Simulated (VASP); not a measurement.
**Na: single point with PBEsol**

The system is Na.

```xyz
1
Lattice="-2.0513 2.0513 2.2564 2.0513 -2.0513 2.2564 2.0513 2.0513 -2.2564" Properties=species:S:1:pos:R:3 pbc="T T T"
Na    0.0000    0.0000    0.0000
```

This cell differs from its parent crystal: ratio of the length along z to the lengths across it x 1.1, volume and fractional coordinates fixed.

* Program: VASP 6.6.1
* Task: single point
* Functional: PBEsol
* Potentials or basis: VASP PAW PBE potentials, release 64 (Na_pv)
* Cutoff: 520 eV
* k mesh: 18 × 18 × 18
* Occupations: gaussian, width 0.15 eV
* Spin: no spin polarisation
* Dipole correction: no
* Further INCAR settings: ALGO = Fast; EDIFF = 1e-06; NBANDS = 10

| Property | Result |
| --- | --- |
| Pressure | -0.2 GPa |

Levels at points of the mesh, in eV from the Fermi level:
```tsv
k point	band 2	band 3	band 4	band 5	band 6	band 7
(0.00, 0.00, 0.00)	-24.81	-24.81	-3.23	11.18	11.18	11.94
(0.50, 0.00, 0.00)	-24.82	-24.81	0.64	1.07	8.53	9.43
(0.50, 0.50, 0.00)	-24.82	-24.81	0.98	1.49	7.38	8.26
(0.50, 0.50, 0.50)	-24.83	-24.83	3.79	3.96	4.89	5.36
```

Run time: 53 s on 1 thread of Intel(R) Xeon(R) 6975P-C (Granite Rapids) (shared host), peak memory 0.26 GiB.

Caveat: the PAW data sets were made with another functional, which shifts forces and pressure a little.
